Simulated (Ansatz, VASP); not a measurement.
ZrSi2: VASP beside Ansatz

```xyz
3
Lattice="3.9621 0.0000 0.0000 -1.9810 3.4313 0.0000 0.0000 0.0000 3.8059" Properties=species:S:1:pos:R:3 pbc="T T T"
Zr    0.0000    0.0000    0.0000
Si    0.0000    2.2875    1.9030
Si    1.9810    1.1438    1.9030
```

Alike in both runs: task single point; functional PBEsol; k mesh 6 × 6 × 6; occupations gaussian, width 0.1 eV; no spin polarisation.

|  | VASP | Ansatz |
| --- | --- | --- |
| version | VASP 6.6.1 | Ansatz 0.2.0 |
| potentials or method | VASP PAW PBE potentials, release 64 (Zr_sv, Si), cutoff 500 eV | scalar-relativistic, plane waves, PAW |
| valence electrons in the cell | 20 | 20 |

|  | VASP | Ansatz | Ansatz less VASP |
| --- | --- | --- | --- |
| gap on the k mesh at the Fermi level (eV) | none | none | - |
| pressure (GPa) | -4.9 | -5.0 | -0.13 |
| traceless stress, the component that is largest in VASP (GPa) | -6.13 | -6.12 | +0.003 |

VASP's potentials were made for PBE, not for PBEsol. A gap of «none» marks a metal or a gap that the smearing closes. The functional is the same, so the differences come from potentials, cutoffs and numerics.
